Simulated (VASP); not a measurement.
A run of VASP 6.6.1:

File INCAR:

```
PREC = Accurate ; ENCUT = 600
EDIFF = 1E-6 ; ISMEAR = 0
SIGMA = 0.1 ; LREAL = False
LASPH = True ; NELM = 200
ALGO = Normal ; ISIF = 2
LWAVE = False ; LCHARG = True
ISPIN = 2 ; MAGMOM = 1 1 0 0 0
LORBIT = 11 ; LMAXMIX = 4
GGA = PE ; LELF = True
LVHAR = True ; NBANDS = 33
GGA_COMPAT = False
```

Contents of KPOINTS:

```
Automatic mesh
0
Gamma
  6 6 2
```

Contents of POSCAR:

```
Ta2SiO2
1.0
    2.9207084968      0.0000000000      0.0000000000
   -1.4603542484      2.5294077553      0.0000000000
    0.0000000000      0.0000000000      9.6836454759
Ta Si O
2 1 2
Direct
    0.6666666667      0.3333333333      0.6272995054
    0.3333333333      0.6666666667      0.3727004946
    0.0000000000      0.0000000000      0.0000000000
    0.3333333333      0.6666666667      0.7593873970
    0.6666666667      0.3333333333      0.2406126030
```

Potentials or basis: VASP PAW PBE potentials, release 64 (Ta_sv_GW, Si, O).

The run is started by

```console
$ cat potpaw_PBE.64/Ta_sv_GW/POTCAR potpaw_PBE.64/Si/POTCAR potpaw_PBE.64/O/POTCAR > POTCAR
$ mpirun -np 1 vasp_std > vasp.out
```

Hardware: 1 thread of Intel(R) Xeon(R) Platinum 8259CL CPU @ 2.50GHz (Skylake/Cascade Lake) (shared host).

How long does it take, and how much memory?

Run time: 2 min on 1 thread of Intel(R) Xeon(R) Platinum 8259CL CPU @ 2.50GHz (Skylake/Cascade Lake) (shared host), peak memory 0.28 GiB. Counts: scf iterations 19, k points 14.
